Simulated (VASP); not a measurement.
# O (C2/m) in VASP: further runs, part 2 of 2

VASP 6.6.1. The steps go on from the part before.

## (3) Single point, PBEsol

INCAR

```
SYSTEM = O
ALGO = Normal
EDIFF = 1E-6
ENCUT = 1340
GGA = PS
GGA_COMPAT = .FALSE.
ISIF = 2
ISMEAR = -1
LASPH = .TRUE.
LCHARG = .FALSE.
LREAL = .FALSE.
LWAVE = .FALSE.
NBANDS = 13
NELM = 120
PREC = Accurate
SIGMA = 0.1
```

KPOINTS

```
k-points
0
G
  5 5 5
  0 0 0
```

POSCAR

```
O
1.0
    1.4233500000      0.8217720000      3.4083000000
   -1.4233500000      0.8217720000      3.4083000000
    0.0000000000     -1.6435430000      3.4083000000
O
2
Direct
    0.0577000000      0.0577000000      0.0577000000
    0.9423000000      0.9523000000      0.9423000000
```

Potentials or basis: VASP PAW PBE potentials, release 64 (O_h).

Launch:

```console
$ cat potpaw_PBE.64/O_h/POTCAR > POTCAR
$ mpirun -np 1 vasp_std > vasp.out
```

OUTCAR:

```text
SYSTEM = O
   EDIFF = 1E-6
   ENCUT = 1340
   GGA = PS
   ISIF = 2
   ISMEAR = -1
   LASPH = .TRUE.
   LREAL = .FALSE.
   NELM = 120
   PREC = Accurate

 ion  position               nearest neighbor table
   1  0.058  0.058  0.058-   2 1.15
   2  0.942  0.952  0.942-   1 1.15

  LATTYP: Found a trigonal (rhomboedric) cell.
 ALAT       =     3.7838794025
 COS(alpha) =     0.7170048616

  Lattice vectors:

 A1 = (   1.4233500000,   0.8217720000,   3.4083000000)
 A2 = (  -1.4233500000,   0.8217720000,   3.4083000000)
 A3 = (   0.0000000000,  -1.6435430000,   3.4083000000)

Analysis of symmetry for initial positions (statically):
=====================================================================
 Subroutine PRICEL returns:
 Original cell was already a primitive cell.

 Routine SETGRP: Setting up the symmetry group for a
 trigonal (rhombohedral) supercell.

 Subroutine GETGRP returns: Found  4 space group operations
 (whereof  2 operations were pure point group operations)
 out of a pool of 12 trial point group operations.

The static configuration has the point symmetry C_1h.
 The point group associated with its full space group is C_2h.

Analysis of symmetry for dynamics (positions and initial velocities):
=====================================================================
 Subroutine PRICEL returns:
 Original cell was already a primitive cell.

 Routine SETGRP: Setting up the symmetry group for a
 trigonal (rhombohedral) supercell.

 Subroutine GETGRP returns: Found  4 space group operations
 (whereof  2 operations were pure point group operations)
 out of a pool of 12 trial point group operations.

The dynamic configuration has the point symmetry C_1h.
 The point group associated with its full space group is C_2h.

 Subroutine INISYM returns: Found  4 space group operations
 (whereof  2 operations are pure point group operations),
 and found     1 'primitive' translations

----------------------------------------------------------------------------------------

                                     Primitive cell

  volume of cell :      23.9195

  direct lattice vectors                    reciprocal lattice vectors
     1.423350000  0.821772000  3.408300000     0.351283943  0.202813839  0.097800448
    -1.423350000  0.821772000  3.408300000    -0.351283943  0.202813839  0.097800448
     0.000000000 -1.643543000  3.408300000     0.000000000 -0.405627678  0.097800507

  length of vectors
     3.783879402  3.783879402  3.783879290     0.417251470  0.417251470  0.417251426

  position of ions in fractional coordinates (direct lattice)
     0.057700000  0.057700000  0.057700000
     0.942300000  0.952300000  0.942300000

  ion indices of the primitive-cell ions
   primitive index   ion index
                 1           1
                 2           2

----------------------------------------------------------------------------------------

 KPOINTS: k-points

Automatic generation of k-mesh.
 Grid dimensions read from file:
 generate k-points for:    5    5    5

 Generating k-lattice:

  Cartesian coordinates                     Fractional coordinates (reciprocal lattice)
     0.070256789  0.040562768  0.019560090     0.200000000  0.000000000  0.000000000
    -0.070256789  0.040562768  0.019560090     0.000000000  0.200000000  0.000000000
     0.000000000 -0.081125536  0.019560101     0.000000000  0.000000000  0.200000000

  Length of vectors
     0.083450294  0.083450294  0.083450285

[... 38 lines left out ...]
   dimension x,y,z NGX =    48 NGY =   48 NGZ =   48
   dimension x,y,z NGXF=    96 NGYF=   96 NGZF=   96
   ions per type =               2
   NGX,Y,Z   is equivalent  to a cutoff of  21.09, 21.09, 21.09 a.u.
   NGXF,Y,Z  is equivalent  to a cutoff of  42.18, 42.18, 42.18 a.u.
 SYSTEM =  O
   PREC   = accura    normal or accurate (medium, high low for compatibility)
   ISTART =      0    job   : 0-new  1-cont  2-samecut
   ICHARG =      2    charge: 1-file 2-atom 10-const
   ISPIN  =      1    spin polarized calculation?
   LNONCOLLINEAR =      F non collinear calculations
   LSORBIT =      F    spin-orbit coupling
   LASPH  =      T    aspherical Exc in radial PAW
   ENCUT  = 1340.0 eV  98.49 Ry    9.92 a.u.  11.29 11.29 11.29*2*pi/ulx,y,z
   NELM   =    120;   NELMIN=  2; NELMDL= -5     # of ELM steps
   EDIFF  = 0.1E-05   stopping-criterion for ELM
   LREAL  =      F    real-space projection
   EDIFFG = 0.1E-04   stopping-criterion for IOM
   NSW    =      0    number of steps for IOM
   IBRION =     -1    ionic relax: 0-MD 1-quasi-New 2-CG
   NFREE  =      0    steps in history (QN), initial steepest desc. (CG)
   ISIF   =      2    stress and relaxation
   ISYM   =      2    0-nonsym 1-usesym 2-fastsym
   POTIM  = 0.5000    time-step for ionic-motion
   TEBEG  =    0.0;   TEEND  =   0.0 temperature during run
   PSTRESS=    0.0 pullay stress
   NELECT =      12.0000    total number of electrons
   NUPDOWN=      -1.0000    fix difference up-down
   EMIN   =  10.00;   EMAX   =-10.00  energy-range for DOS
   EFERMI =   0.00;   METHOD = LEGACY
   ISMEAR =    -1;   SIGMA  =   0.10  broadening in eV -4-tet -1-fermi 0-gaus
   EFERMI_NEDOS =   21; number of points for ismear=-14 and -15
   IALGO  =     38    algorithm
   IMIX   =      4    mixing-type and parameters
     AMIX     =   0.40;   BMIX     =  1.00
     AMIX_MAG =   1.60;   BMIX_MAG =  1.00
  volume/ion in A,a.u.               =      11.96        80.71
  Fermi-wavevector in a.u.,A,eV,Ry     =   1.300822  2.458197 23.022940  1.692138
  Thomas-Fermi vector in A             =   2.431996
   LORBIT       =      0    0 simple, 1 ext, 2 COOP (PROOUT), +10 PAW based schemes
   GGA     = PS    functional components
   LHFCALC =     F    Hartree Fock is set to
   AEXX    =    0.0000 exact exchange contribution
   IVDW    =     0    specifies the selected vdW correction
   LEPSILON=     F    determine dielectric tensor
   LRPA    =     F    only Hartree local field effects (RPA)
 non-spin polarized calculation
  energy-cutoff  :     1340.00
  volume of cell :       23.92
 maximum number of plane-waves:      2708
 NGX is ok and might be reduce to    48
   NGX = 23   NGY = 23   NGZ = 23

 number of electron      12.0000000 magnetization

 Free energy of the ion-electron system (eV)
  ---------------------------------------------------
  ext. energy  EPLUGINS =         0.00000000
  ---------------------------------------------------
  free energy    TOTEN  =        -9.94248363 eV

  energy without entropy =       -9.86845224  energy(sigma->0) =       -9.90546793

 E-fermi :   1.3483     XC(G=0):  -9.4015

 val. band max:        1.2978327801   @ k =   0.4000   0.4000   0.2000
 cond. band min:       1.3728121251   @ k =   0.2000  -0.2000  -0.4000
 fundamental gap:      0.0749793450
 Fermi energy:         1.3483306487

 k-point     1 :       0.0000    0.0000    0.0000
  band No.  band energies     occupation
      1     -27.7894      2.00000
      2     -12.5323      2.00000
      3      -8.2869      2.00000
      4      -5.9761      2.00000
      5      -5.9726      2.00000
      6       1.9317      0.00584
      7       1.9402      0.00536
      8       9.0920      0.00000
      9      14.1398      0.00000
     10      15.4699      0.00000
     11      19.9245      0.00000
     12      22.0290      0.00000
     13      22.0940      0.00000
[... 354 lines left out ...]
  band No.  band energies     occupation
      1     -27.4745      2.00000
      2     -12.6630      2.00000
      3      -8.0091      2.00000
      4      -6.6524      2.00000
      5      -6.3678      2.00000
      6       0.5772      1.99910
      7       1.6193      0.12476
      8      11.8655      0.00000
      9      13.5754      0.00000
     10      14.4875      0.00000
     11      16.6326      0.00000
     12      21.1858      0.00000
     13      23.3625      0.00000

 [... further k-points ...]

------------------------ aborting loop because EDIFF is reached ----------------------------------------

  FORCE on cell =-STRESS in cart. coord.  units (eV):
  Direction    XX          YY          ZZ          XY          YZ          ZX
  --------------------------------------------------------------------------------------
  -------------------------------------------------------------------------------------
  Total       -1.1916364     -1.1914551      7.2413097      0.0001574     -0.0188788      0.0327003
  in kB      -79.8182866    -79.8061425    485.0380040      0.0105446     -1.2645395      2.1903315
  external PRESSURE =     108.4711916 kB  Pullay stress =       0.0000000 kB

 VOLUME and BASIS-vectors are now :
 -----------------------------------------------------------------------------
  energy-cutoff  :     1340.00
  volume of cell :       23.92
      direct lattice vectors                 reciprocal lattice vectors
     1.423350000  0.821772000  3.408300000     0.351283943  0.202813839  0.097800448
    -1.423350000  0.821772000  3.408300000    -0.351283943  0.202813839  0.097800448
     0.000000000 -1.643543000  3.408300000     0.000000000 -0.405627678  0.097800507

 POSITION                                       TOTAL-FORCE (eV/Angst)
 -----------------------------------------------------------------------------------
      0.00000      0.00000      0.58998         0.021968     -0.012683      5.885082
     -0.01423      0.00822      9.66901        -0.021968      0.012683     -5.885082
 -----------------------------------------------------------------------------------
    total drift:                                0.000001     -0.000000     -0.000001

  FREE ENERGIE OF THE ION-ELECTRON SYSTEM (eV)
  ---------------------------------------------------
  free  energy   TOTEN  =        -9.9424836253 eV

  energy  without entropy=       -9.8684522382  energy(sigma->0) =       -9.90546793
```

OSZICAR:

```text
N       E                     dE             d eps       ncg     rms          rms(c)
DAV:   1     0.908543453304E+02    0.90854E+02   -0.10669E+04  1014   0.180E+03
DAV:   2    -0.429160783090E+01   -0.95146E+02   -0.89852E+02  1545   0.279E+02
DAV:   3    -0.101605117449E+02   -0.58689E+01   -0.57419E+01  1289   0.648E+01
DAV:   4    -0.101951279933E+02   -0.34616E-01   -0.34585E-01  1064   0.591E+00
DAV:   5    -0.101953454245E+02   -0.21743E-03   -0.21741E-03  1209   0.424E-01    0.410E+00
DAV:   6    -0.998716895410E+01    0.20818E+00   -0.19496E-01  1114   0.395E+00    0.211E+00
DAV:   7    -0.994101967334E+01    0.46149E-01   -0.15983E-01  1179   0.360E+00    0.476E-01
DAV:   8    -0.994255364131E+01   -0.15340E-02   -0.10317E-02  1054   0.108E+00    0.689E-02
DAV:   9    -0.994246906994E+01    0.84571E-04   -0.35738E-04  1279   0.202E-01    0.298E-02
DAV:  10    -0.994248132603E+01   -0.12256E-04   -0.28910E-05  1044   0.570E-02    0.866E-03
DAV:  11    -0.994248345872E+01   -0.21327E-05   -0.55218E-06  1134   0.200E-02    0.174E-03
DAV:  12    -0.994248362532E+01   -0.16660E-06   -0.21437E-07   677   0.469E-03
   1 F= -.99424836E+01 E0= -.99054679E+01  d E =-.740314E-01
```

stdout:

```text
POSCAR found type information on POSCAR O
 POSCAR found :  1 types and       2 ions
 scaLAPACK will be used
 -----------------------------------------------------------------------------
|                                                                             |
|                                                                             |
|     You enforced a specific xc type in the INCAR file but a different       |
|     I HOPE YOU KNOW WHAT YOU ARE DOING!                                     |
|                                                                             |
 -----------------------------------------------------------------------------

 LDA part: xc-table for (Slater+PW92), standard interpolation
 POSCAR, INCAR and KPOINTS ok, starting setup
 FFT: planning ... GRIDC
 FFT: planning ... GRID_SOFT
 FFT: planning ... GRID
 WAVECAR not read
 entering main loop
```

Run time: 53 s. Hardware: 1 thread of Intel Xeon Platinum 8259CL at 2.50GHz (Skylake/Cascade Lake), shared host; peak memory 0.3 GiB.

Results:

| Item | Value |
| --- | --- |
| Free energy | -9.9425 eV |
| Pressure | 10.8 GPa |
| Largest force | 5.885 eV/Å |
| Band gap on the k mesh | zero (bands 6 and 7 overlap by 1.08 eV) |

Forces in eV/Å, atoms in the order of the input:
```
O    0.022 -0.013  5.885
O   -0.022  0.013 -5.885
```

Stress tensor (GPa, compression positive):
```
-7.98  0.00  0.22
 0.00 -7.98 -0.13
 0.22 -0.13 48.50
```

Levels at points of the mesh, in eV from the Fermi level:
| k point | band 3 | band 4 | band 5 | band 6 | band 7 | band 8 | band 9 | band 10 |
| --- | --- | --- | --- | --- | --- | --- | --- | --- |
| (0.00, 0.00, 0.00) | -9.64 | -7.32 | -7.32 | 0.58 | 0.59 | 7.74 | 12.79 | 14.12 |

Caveat: the k points lie up to 0.52 Å⁻¹ apart, too coarse for converged energies and pressures of a metal; spin is off for a triplet molecule; this functional lacks dispersion, which holds the molecules together, so the pressure and a relaxed volume are unreliable; the PAW data sets were made with another functional, which shifts forces and pressure a little.

The gap in the log of VASP goes by the Fermi energy; the results here count the filled bands.